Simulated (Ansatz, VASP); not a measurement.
**One calculation of Si, two programs**

```xyz
1
Lattice="0.0000 2.0172 1.7146 2.0172 0.0000 1.7146 2.0172 2.0172 0.0000" Properties=species:S:1:pos:R:3 pbc="T T T"
Si    0.0000    0.0000    0.0000
```

Alike in both runs: task single point; functional PBEsol; k mesh 24 × 24 × 24; occupations gaussian, width 0.15 eV; no spin polarisation.

|  | VASP | Ansatz |
| --- | --- | --- |
| version | VASP 6.6.1 | Ansatz 0.2.0 |
| potentials or method | VASP PAW PBE potentials, release 64 (Si), cutoff 520 eV | scalar-relativistic, plane waves, PAW |
| valence electrons in the cell | 4 | 4 |

Ansatz gave:

```
gap on the k mesh at the Fermi level (eV)                     : none
pressure (GPa)                                                : 1.3
traceless stress, the component that is largest in VASP (GPa) : -1.52
```

**Question.** Estimate VASP's values.

**Answer.** gap on the k mesh at the Fermi level (eV): none; pressure (GPa): 1.4; traceless stress, the component that is largest in VASP (GPa): -1.50.

VASP's potentials were made for PBE, not for PBEsol. A gap of «none» marks a metal or a gap that the smearing closes.
